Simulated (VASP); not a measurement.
# Be (P6_3/mmc) in VASP: a series of runs, part 2 of 2

VASP 6.6.1. Earlier steps stand in the parts before.

### 3 Relaxation of cell and atoms, PBEsol

This run uses another cell than the first one, of 8.48 Å³/atom, 1.083 times its volume.

INCAR reads:

```
PREC = Accurate
ENCUT = 600
EDIFF = 1E-6
ISMEAR = 0
SIGMA = 0.0413
LREAL = F
LASPH = T
NELM = 80
ALGO = Normal
ISIF = 3
LWAVE = F
LCHARG = F
GGA = PS
IBRION = 2
NSW = 100
EDIFFG = -0.01
```

KPOINTS reads:

```
Automatic mesh
0
Gamma
  12 12 8
```

POSCAR reads:

```
Be
1.0
    2.3223586100      0.0000000000      0.0000000000
   -1.1611793100      2.0112259600      0.0000000000
    0.0000000000      0.0000000000      3.6317202100
Be
2
Direct
    0.3333300000      0.6666700000      0.2500000000
    0.6666600000      0.3333300000      0.7500000000
```

Potentials or basis: VASP PAW PBE potentials, release 64 (Be).

Launch:

```
> cat potpaw_PBE.64/Be/POTCAR > POTCAR
> mpirun -np 1 vasp_std > vasp.out
```

Wall time 35 s (1 thread of Intel Xeon Platinum 8488C (Sapphire Rapids), shared host); peak memory 0.14 GiB.

Results (log left out):

* Free energy: -8.0072 eV
* Relaxed volume: 7.85 Å³/atom
* Relaxed cell: a = 2.258 Å, b = 2.258 Å, c = 3.555 Å, α = 90.00°, β = 90.00°, γ = 120.00°
* Space group after relaxing (to 0.05 Å): P6_3/mmc (No. 194)
* Energy gained by relaxing: 17.4 meV/atom
* Ionic steps: 5
* Pressure after relaxing: 0.1 GPa
* Band gap on the k mesh: zero (band 2 reaches 7.87 eV, above the bottom of band 3 at 6.00 eV)

The path:
```tsv
step	energy change (eV)	largest force (eV/Å)	pressure (GPa)	volume (Å³)
1	0.0000	0.0000	-8.33	16.96
2	-0.0338	0.0000	-1.46	15.90
3	-0.0347	0.0000	-0.02	15.72
4	-0.0347	0.0000	0.17	15.69
5	-0.0348	0.0000	0.14	15.69
```

Final structure:
```
Be
1.0
     2.25761    0.00000    0.00000
    -1.12881    1.95515    0.00000
     0.00000    0.00000    3.55486
Be
2
Cartesian
  0.0000 1.3034 0.8887
  1.1288 0.6517 2.6661
```

Levels at points of the mesh, in eV from the Fermi level:
| k point | band 1 | band 2 | band 3 | band 4 | band 5 |
| --- | --- | --- | --- | --- | --- |
| (0.00, 0.00, 0.00) | -11.77 | -4.87 | 0.77 | 15.71 | 15.71 |
| (0.50, 0.00, 0.00) | -5.44 | -3.52 | 3.26 | 6.13 | 6.42 |
| (0.00, 0.50, 0.00) | -5.44 | -3.52 | 3.26 | 6.13 | 6.42 |
| (0.00, 0.00, 0.50) | -9.60 | -9.60 | 10.39 | 10.39 | 17.37 |
| (0.50, 0.00, 0.50) | -4.04 | -4.04 | 1.23 | 1.23 | 11.70 |
| (0.00, 0.50, 0.50) | -4.04 | -4.04 | 1.23 | 1.23 | 11.70 |

Caveat: the PAW data sets were made with another functional, which shifts forces and pressure a little.

### 4 Single point, PBEsol

This run uses another cell than the first one, of 8.48 Å³/atom, 1.083 times its volume.

INCAR reads:

```
  PREC = Accurate
  ENCUT = 520
  EDIFF = 1E-6
  ISMEAR = 0
  SIGMA = 0.0413
  LREAL = F
  LASPH = T
  NELM = 100
  ALGO = Normal
  ISIF = 2
  LWAVE = F
  LCHARG = F
  GGA = PS
  NBANDS = 9
```

KPOINTS reads:

```
regular mesh
0
Gamma
  9 9 5
```

POSCAR is that of step 3.

Potentials or basis: VASP PAW PBE potentials, release 64 (Be).

Launch:

```
> cat potpaw_PBE.64/Be/POTCAR > POTCAR
> mpirun -np 1 vasp_std > vasp.out
```

OUTCAR:

```text
PREC = Accurate
   ENCUT = 520
   EDIFF = 1E-6
   ISMEAR = 0
   LREAL = F
   LASPH = T
   NELM = 100
   ISIF = 2
   GGA = PS

 ion  position               nearest neighbor table
   1  0.333  0.667  0.250-   2 2.26   2 2.26   2 2.26   2 2.26   2 2.26   2 2.26
   2  0.667  0.333  0.750-   1 2.26   1 2.26   1 2.26   1 2.26   1 2.26   1 2.26

  LATTYP: Found a hexagonal cell.
 ALAT       =     2.3223586100
 C/A-ratio  =     1.5638068102

  Lattice vectors:

 A1 = (   2.3223586100,   0.0000000000,   0.0000000000)
 A2 = (  -1.1611793100,   2.0112259600,   0.0000000000)
 A3 = (   0.0000000000,   0.0000000000,   3.6317202100)

Analysis of symmetry for initial positions (statically):
=====================================================================
 Subroutine PRICEL returns:
 Original cell was already a primitive cell.

 Routine SETGRP: Setting up the symmetry group for a
 hexagonal supercell.

 Subroutine GETGRP returns: Found  8 space group operations
 (whereof  2 operations were pure point group operations)
 out of a pool of 24 trial point group operations.

[... 164 lines left out ...]

 E-fermi :   6.2070     XC(G=0): -10.3800

 val. band max:        5.9872880125   @ k =   0.3333   0.1111   0.0000
 cond. band min:       6.2196142502   @ k =   0.0000   0.3333   0.0000
 fundamental gap:      0.2323262377
 Fermi energy:         6.2070391837

 k-point     1 :       0.0000    0.0000    0.0000
  band No.  band energies     occupation
      1      -4.5058      2.00000
      2       2.3035      2.00000
      3       7.4672      0.00000
      4      21.4583      0.00000
      5      21.4584      0.00000
      6      24.2024      0.00000
      7      24.2024      0.00000
      8      26.3673      0.00000
      9      32.3333      0.00000
[... 265 lines left out ...]
 k-point    24 :       0.4444    0.3333    0.0000
  band No.  band energies     occupation
      1       1.9860      2.00000
      2       5.3681      2.00000
      3       8.3900      0.00000
      4      10.2787      0.00000
      5      12.9855      0.00000
      6      14.5024      0.00000
      7      19.1272      0.00000
      8      20.3880      0.00000
      9      20.5172      0.00000

 [... further k-points ...]
[... 5 lines left out ...]
  --------------------------------------------------------------------------------------
  -------------------------------------------------------------------------------------
  Total       -0.7873164     -0.7873492     -1.0699690      0.0000000     -0.0000000      0.0000000
  in kB      -74.3630737    -74.3661757   -101.0599900      0.0000002     -0.0000000      0.0000000
  external PRESSURE =     -83.2630798 kB  Pullay stress =       0.0000000 kB

 VOLUME and BASIS-vectors are now :
 -----------------------------------------------------------------------------
  energy-cutoff  :      520.00
  volume of cell :       16.96
      direct lattice vectors                 reciprocal lattice vectors
     2.322358610  0.000000000  0.000000000     0.430596720  0.248604588  0.000000000
    -1.161179310  2.011225960  0.000000000     0.000000000  0.497209175  0.000000000
     0.000000000  0.000000000  3.631720210     0.000000000  0.000000000  0.275351608

 POSITION                                       TOTAL-FORCE (eV/Angst)
 -----------------------------------------------------------------------------------
     -0.00001      1.34082      0.90793         0.000000     -0.000043      0.000000
      1.16117      0.67040      2.72379        -0.000000      0.000043     -0.000000
 -----------------------------------------------------------------------------------
    total drift:                               -0.000000     -0.000000     -0.000000

  FREE ENERGIE OF THE ION-ELECTRON SYSTEM (eV)
  ---------------------------------------------------
  free  energy   TOTEN  =        -7.9735214709 eV

  energy  without entropy=       -7.9732068520  energy(sigma->0) =       -7.97336416
```

Run time: 6.3 s. Hardware: 1 thread of AMD EPYC 7R13 (Zen 3), shared host; peak memory 0.09 GiB.

Results:

- Free energy: -7.9735 eV
- Pressure: -8.3 GPa
- Band gap on the k mesh: zero (band 2 reaches 7.50 eV, above the bottom of band 3 at 5.40 eV)

Levels at points of the mesh, in eV from the Fermi level:
| k point | band 1 | band 2 | band 3 | band 4 | band 5 | band 6 |
| --- | --- | --- | --- | --- | --- | --- |
| (0.00, 0.00, 0.00) | -10.71 | -3.90 | 1.26 | 15.25 | 15.25 | 18.00 |

Caveat: the PAW data sets were made with another functional, which shifts forces and pressure a little.

### 5 Summary

| task | cell | k mesh | cutoff (eV) | gap on the mesh (eV) | pressure (GPa) |
| --- | --- | --- | --- | --- | --- |
| single point | a = 2.256, b = 2.256, c = 3.553 Å, angles 90.0, 90.0, 120.0°, 2 atoms | 12 × 12 × 8 | 520 | none | 0.4 |
| relaxation of cell and atoms | relaxed from a = 2.322, b = 2.322, c = 3.632 Å, angles 90.0, 90.0, 120.0°, 2 atoms | 12 × 12 × 8 | 600 | none | 0.1 |
| single point | a = 2.322, b = 2.322, c = 3.632 Å, angles 90.0, 90.0, 120.0°, 2 atoms | 9 × 9 × 5 | 520 | none | -8.3 |

Alike in all rows: level PBEsol; potentials or basis VASP PAW PBE potentials, release 64 (Be); no spin polarisation; smearing gaussian 0.0413 eV.

Caveats: the PAW data sets were made with another functional, which shifts forces and pressure a little.

Absolute energies hang on the potentials; compare differences alone.
